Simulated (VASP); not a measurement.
# Na2S (Fm-3m) in VASP: further runs, part 2 of 2

VASP 6.6.1. Earlier steps stand in the parts before.

### 4 Single point, r2SCAN

The input, POSCAR:

```
Na2S
1.0
    0.0000000000      3.2554374590      3.2554374590
    3.2554374590      0.0000000000      3.2554374590
    3.2554374590      3.2554374590      0.0000000000
Na S
2 1
Direct
    0.2500000000      0.2500000000      0.2500000000
    0.7500000000      0.7500000000      0.7500000000
    0.0000000000      0.0000000000      0.0000000000
```

The input, INCAR.step1:

```
SYSTEM = Na2S
  ALGO = Normal
  EDIFF = 1E-5
  ENCUT = 550
  GGA = PE
  GGA_COMPAT = .FALSE.
  ISMEAR = -1
  LASPH = .TRUE.
  LCHARG = .FALSE.
  LREAL = .FALSE.
  LWAVE = .TRUE.
  NBANDS = 17
  NELM = 120
  PREC = Accurate
  SIGMA = 0.02
```

The input, INCAR.step2:

```
SYSTEM = Na2S
  ALGO = Normal
  EDIFF = 1E-6
  ENCUT = 550
  GGA_COMPAT = .FALSE.
  ISIF = 2
  ISMEAR = -1
  ISTART = 1
  LASPH = .TRUE.
  LCHARG = .FALSE.
  LMIXTAU = .TRUE.
  LREAL = .FALSE.
  LWAVE = .FALSE.
  METAGGA = R2SCAN
  NBANDS = 17
  NELM = 120
  PREC = Accurate
  SIGMA = 0.02
```

The input, KPOINTS:

```
k-points
0
G
  6 6 6
  0 0 0
```

Potentials or basis: VASP PAW PBE potentials, release 64 (Na_pv, S).

Started as:

```sh
> cat potpaw_PBE.64/Na_pv/POTCAR potpaw_PBE.64/S/POTCAR > POTCAR
> cp INCAR.step1 INCAR
> mpirun -np 1 vasp_std > vasp.out
> cp INCAR.step2 INCAR
> mpirun -np 1 vasp_std > vasp.out
```

OUTCAR:

```text
SYSTEM = Na2S
   EDIFF = 1E-6
   ENCUT = 550
   ISIF = 2
   ISMEAR = -1
   ISTART = 1
   LASPH = .TRUE.
   LREAL = .FALSE.
   METAGGA = R2SCAN
   NELM = 120
   PREC = Accurate

 ion  position               nearest neighbor table
   1  0.250  0.250  0.250-
   2  0.750  0.750  0.750-
   3  0.000  0.000  0.000-

  LATTYP: Found a face centered cubic cell.
 ALAT       =     6.5108749180

  Lattice vectors:

 A1 = (   0.0000000000,   3.2554374590,   3.2554374590)
 A2 = (   3.2554374590,   0.0000000000,   3.2554374590)
 A3 = (   3.2554374590,   3.2554374590,   0.0000000000)

Analysis of symmetry for initial positions (statically):
=====================================================================
 Subroutine PRICEL returns:
 Original cell was already a primitive cell.

 Routine SETGRP: Setting up the symmetry group for a
 face centered cubic supercell.

 Subroutine GETGRP returns: Found 48 space group operations
 (whereof 48 operations were pure point group operations)
 out of a pool of 48 trial point group operations.

The static configuration has the point symmetry O_h .

Analysis of symmetry for dynamics (positions and initial velocities):
=====================================================================
 Subroutine PRICEL returns:
 Original cell was already a primitive cell.

 Routine SETGRP: Setting up the symmetry group for a
 face centered cubic supercell.

 Subroutine GETGRP returns: Found 48 space group operations
 (whereof 48 operations were pure point group operations)
 out of a pool of 48 trial point group operations.

The dynamic configuration has the point symmetry O_h .

 Subroutine INISYM returns: Found 48 space group operations
 (whereof 48 operations are pure point group operations),
 and found     1 'primitive' translations

----------------------------------------------------------------------------------------

[... 102 lines left out ...]
   IALGO  =     38    algorithm
   IMIX   =      4    mixing-type and parameters
     AMIX     =   0.40;   BMIX     =  1.00
     AMIX_MAG =   1.60;   BMIX_MAG =  1.00
  volume/ion in A,a.u.               =      23.00       155.21
  Fermi-wavevector in a.u.,A,eV,Ry     =   1.083425  2.047376 15.970648  1.173809
  Thomas-Fermi vector in A             =   2.219491
   LORBIT       =      0    0 simple, 1 ext, 2 COOP (PROOUT), +10 PAW based schemes
   METAGGA = R2SCAN    functional components
   LHFCALC =     F    Hartree Fock is set to
   AEXX    =    0.0000 exact exchange contribution
   IVDW    =     0    specifies the selected vdW correction
   LEPSILON=     F    determine dielectric tensor
   LRPA    =     F    only Hartree local field effects (RPA)
 non-spin polarized calculation
  energy-cutoff  :      550.00
  volume of cell :       69.00
 maximum number of plane-waves:      2085
   NGX = 17   NGY = 17   NGZ = 17

 number of electron      19.9999984 magnetization

 Free energy of the ion-electron system (eV)
  ---------------------------------------------------
  ext. energy  EPLUGINS =         0.00000000
  ---------------------------------------------------
  free energy    TOTEN  =       -18.96727417 eV

  energy without entropy =      -18.96727417  energy(sigma->0) =      -18.96727417

 E-fermi :   0.4486     XC(G=0):  -8.3202

 val. band max:       -0.0737217483   @ k =   0.0000   0.0000   0.0000
 cond. band min:       3.0389440562   @ k =   0.0000   0.0000   0.0000
 fundamental gap:      3.1126658045
 Fermi energy:         0.4485819117

 k-point     1 :       0.0000    0.0000    0.0000
  band No.  band energies     occupation
      1     -23.0972      2.00000
      2     -23.0972      2.00000
      3     -23.0972      2.00000
      4     -23.0452      2.00000
      5     -23.0452      2.00000
      6     -23.0452      2.00000
[... 297 lines left out ...]
      4     -23.0557      2.00000
      5     -23.0363      2.00000
      6     -23.0329      2.00000
[... 9 lines left out ...]
     16      11.9287      0.00000
     17      12.6246      0.00000

------------------------ aborting loop because EDIFF is reached ----------------------------------------

  FORCE on cell =-STRESS in cart. coord.  units (eV):
  Direction    XX          YY          ZZ          XY          YZ          ZX
  --------------------------------------------------------------------------------------
  -------------------------------------------------------------------------------------
  Total       -0.0292824     -0.0292824     -0.0292824      0.0000000      0.0000000     -0.0000000
  in kB       -0.6799225     -0.6799225     -0.6799225      0.0000000      0.0000000     -0.0000000
  external PRESSURE =      -0.6799225 kB  Pullay stress =       0.0000000 kB

 VOLUME and BASIS-vectors are now :
 -----------------------------------------------------------------------------
  energy-cutoff  :      550.00
  volume of cell :       69.00
      direct lattice vectors                 reciprocal lattice vectors
     0.000000000  3.255437459  3.255437459    -0.153589189  0.153589189  0.153589189
     3.255437459  0.000000000  3.255437459     0.153589189 -0.153589189  0.153589189
     3.255437459  3.255437459  0.000000000     0.153589189  0.153589189 -0.153589189

 POSITION                                       TOTAL-FORCE (eV/Angst)
 -----------------------------------------------------------------------------------
      1.62772      1.62772      1.62772        -0.000000      0.000000      0.000000
      4.88316      4.88316      4.88316        -0.000000     -0.000000     -0.000000
      0.00000      0.00000      0.00000         0.000000     -0.000000      0.000000
 -----------------------------------------------------------------------------------
    total drift:                                0.000000      0.000000      0.000000

  FREE ENERGIE OF THE ION-ELECTRON SYSTEM (eV)
  ---------------------------------------------------
  free  energy   TOTEN  =       -18.9672741710 eV

  energy  without entropy=      -18.9672741710  energy(sigma->0) =      -18.96727417
```

OUTCAR.step1:

```text
SYSTEM = Na2S
   EDIFF = 1E-5
   ENCUT = 550
   GGA = PE
   ISMEAR = -1
   LASPH = .TRUE.
   LREAL = .FALSE.
   NELM = 120
[... 530 lines left out ...]
      1.62772      1.62772      1.62772         0.000000      0.000000      0.000000
      4.88316      4.88316      4.88316        -0.000000     -0.000000     -0.000000
      0.00000      0.00000      0.00000        -0.000000      0.000000     -0.000000
 -----------------------------------------------------------------------------------
    total drift:                                0.000000      0.000000      0.000000

  FREE ENERGIE OF THE ION-ELECTRON SYSTEM (eV)
  ---------------------------------------------------
  free  energy   TOTEN  =        -9.9713697676 eV

  energy  without entropy=       -9.9713697676  energy(sigma->0) =       -9.97136977
```

OSZICAR.step1:

```text
N       E                     dE             d eps       ncg     rms          rms(c)
DAV:   1     0.145302151742E+03    0.14530E+03   -0.10782E+04   544   0.127E+03
DAV:   2     0.584423777579E+00   -0.14472E+03   -0.13959E+03   577   0.322E+02
DAV:   3    -0.106022113060E+02   -0.11187E+02   -0.11133E+02   696   0.876E+01
DAV:   4    -0.108147420845E+02   -0.21253E+00   -0.21234E+00   649   0.128E+01
DAV:   5    -0.108187147722E+02   -0.39727E-02   -0.39723E-02   711   0.177E+00    0.372E+00
DAV:   6    -0.100137769638E+02    0.80494E+00   -0.15848E+00   715   0.554E+00    0.297E+00
DAV:   7    -0.996050118161E+01    0.53276E-01   -0.24120E-01   650   0.208E+00    0.195E+00
DAV:   8    -0.996995590883E+01   -0.94547E-02   -0.19218E-02   571   0.112E+00    0.582E-01
DAV:   9    -0.996982387178E+01    0.13204E-03   -0.33696E-04   733   0.143E-01    0.526E-01
DAV:  10    -0.997151236252E+01   -0.16885E-02   -0.72511E-03   560   0.455E-01    0.474E-01
DAV:  11    -0.997137053590E+01    0.14183E-03   -0.31639E-04   625   0.112E-01    0.225E-01
DAV:  12    -0.997135692299E+01    0.13613E-04   -0.83217E-05   636   0.460E-02    0.638E-02
DAV:  13    -0.997137053911E+01   -0.13616E-04   -0.10713E-04   563   0.565E-02    0.442E-02
DAV:  14    -0.997136976756E+01    0.77155E-06   -0.63401E-06   514   0.148E-02
   1 F= -.99713698E+01 E0= -.99713698E+01  d E =-.690539E-11
```

It took 2.5 min on 1 thread of Intel Xeon 8259CL, shared host; peak memory 0.21 GiB.

What came out:

| Property | Result |
| --- | --- |
| Free energy | -18.9673 eV |
| Pressure | -0.1 GPa |
| Band gap on the k mesh | 3.11 eV |

Caveat: the PAW data sets were made with another functional, which shifts forces and pressure a little.

### 5 Relaxation of cell and atoms, PBE

This run uses another cell than the first one, of 22.87 Å³/atom.

The input, INCAR:

```
SYSTEM = Na2S
PREC = Accurate
ENCUT = 500
EDIFF = 1E-7
ISMEAR = -1
SIGMA = 0.02
LREAL = .FALSE.
LASPH = .TRUE.
NELM = 120
ALGO = Normal
ISIF = 3
LWAVE = .FALSE.
LCHARG = .FALSE.
GGA = PE
IBRION = 2
NSW = 80
EDIFFG = -0.005
GGA_COMPAT = .FALSE.
NELMIN = 4
```

The input, KPOINTS:

```
regular mesh
0
G
  6 6 6
  0 0 0
```

The input, POSCAR:

```
Na2S
1.0
    0.0000000000      3.2491544893      3.2491544893
    3.2491544893      0.0000000000      3.2491544893
    3.2491544893      3.2491544893      0.0000000000
Na S
2 1
Direct
    0.2500000000      0.2500000000      0.2500000000
    0.7500000000      0.7500000000      0.7500000000
    0.0000000000      0.0000000000      0.0000000000
```

Started as:

```sh
> cat potpaw_PBE.64/Na_pv/POTCAR potpaw_PBE.64/S/POTCAR > POTCAR
> mpirun -np 1 vasp_std > vasp.out
```

It took 81 s on 1 thread of Intel Xeon 8259CL, shared host; peak memory 0.2 GiB.

It converged, with:

```yaml
Free_energy: -9.9753 eV
Relaxed_volume: 23.63 Å³/atom
Relaxed_cell: a = 4.645 Å, b = 4.645 Å, c = 4.645 Å, α = 60.00°, β = 60.00°, γ = 60.00°
Space_group_after_relaxing_to_0.1_Å: Fm-3m (No. 225)
Energy_gained_by_relaxing: 2.1 meV/atom
Ionic_steps: 3
Pressure_after_relaxing: 0.0 GPa
Band_gap_on_the_k_mesh: 2.44 eV
```

Step by step:
```tsv
step	energy change (eV)	largest force (eV/Å)	pressure (GPa)	volume (Å³)
1	0.0000	0.0000	0.97	68.60
2	-0.0056	0.0000	0.34	69.99
3	-0.0064	0.0000	-0.03	70.88
```

Final structure:
```xyz
3
Lattice="0.0000 3.2847 3.2847 3.2847 0.0000 3.2847 3.2847 3.2847 0.0000" Properties=species:S:1:pos:R:3 pbc="T T T"
Na    1.6423    1.6423    1.6423
Na    4.9270    4.9270    4.9270
S     0.0000    0.0000    0.0000
```

Levels at points of the mesh, in eV from the valence-band top:
| k point | band 7 | band 8 | band 9 | band 10 | band 11 | band 12 | band 13 | band 14 |
| --- | --- | --- | --- | --- | --- | --- | --- | --- |
| (0.00, 0.00, 0.00) | -10.12 | 0.00 | 0.00 | 0.00 | 2.44 | 7.70 | 7.70 | 7.70 |
| (0.50, 0.00, 0.00) | -9.89 | -1.62 | -0.13 | -0.13 | 4.74 | 6.40 | 7.12 | 7.12 |
| (0.50, 0.50, 0.00) | -9.81 | -1.45 | -0.45 | -0.45 | 3.84 | 5.96 | 8.35 | 9.69 |

### 6 Overview

| task | level | potentials or basis | cell | k mesh | cutoff (eV) | smearing | gap on the mesh (eV) | pressure (GPa) |
| --- | --- | --- | --- | --- | --- | --- | --- | --- |
| single point | PBE | VASP PAW PBE potentials, release 64 (Na_pv, S) | a = 4.604 Å, angles 60.0°, 3 atoms | 8 × 8 × 8 | 500 | fermi-dirac 0.02 eV | 2.53 | 0.8 |
| single point | LDA | VASP PAW LDA potentials, release 64 (Na_pv, S) | a = 4.604 Å, angles 60.0°, 3 atoms | 8 × 8 × 8 | 500 | gaussian 0.01 eV | 2.29 | -1.8 |
| single point | r2SCAN | VASP PAW PBE potentials, release 64 (Na_pv, S) | a = 4.604 Å, angles 60.0°, 3 atoms | 6 × 6 × 6 | 550 | fermi-dirac 0.02 eV | 3.11 | -0.1 |
| relaxation of cell and atoms | PBE | VASP PAW PBE potentials, release 64 (Na_pv, S) | relaxed from a = 4.595 Å, angles 60.0°, 3 atoms | 6 × 6 × 6 | 500 | fermi-dirac 0.02 eV | 2.44 | 0.0 |

Alike in all rows: no spin polarisation.

Caveats: the PAW data sets were made with another functional, which shifts forces and pressure a little (at least some runs).

Absolute energies hang on the potentials; compare differences alone.
